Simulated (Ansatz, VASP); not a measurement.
# Al: VASP beside Ansatz

```
Al
1.0
    -1.60644    1.60644   -1.60644
    -1.60644   -1.60644    1.60644
     0.00000    7.83997    7.83997
Al
4
Direct
  0.00000 0.00000 0.71716
  0.50000 0.50000 0.10245
  0.00000 0.00000 0.30736
  0.50000 0.50000 0.51226
```

Alike in both runs: task single point; functional PBEsol; k mesh 22 × 22 × 7; occupations gaussian, width 0.15 eV; no spin polarisation.

|  | VASP | Ansatz |
| --- | --- | --- |
| version | VASP 6.6.1 | Ansatz 0.2.0 |
| potentials or method | VASP PAW PBE potentials, release 64 (Al), cutoff 520 eV | scalar-relativistic, plane waves, PAW |
| valence electrons in the cell | 12 | 12 |

```csv
,VASP,Ansatz,Ansatz less VASP
gap on the k mesh at the Fermi level (eV),none,none,-
pressure (GPa),-1.9,-1.9,-0.05
"traceless stress, the component that is largest in VASP (GPa)",-0.74,-0.74,+0.002
rms of the force components (eV/Å),0.096,0.094,-0.0014
```

VASP's potentials were made for PBE, not for PBEsol. Atom by atom the forces differ by 0.001 eV/Å (rms over components). A gap of «none» marks a metal or a gap that the smearing closes. The functional is the same, so the differences come from potentials, cutoffs and numerics.
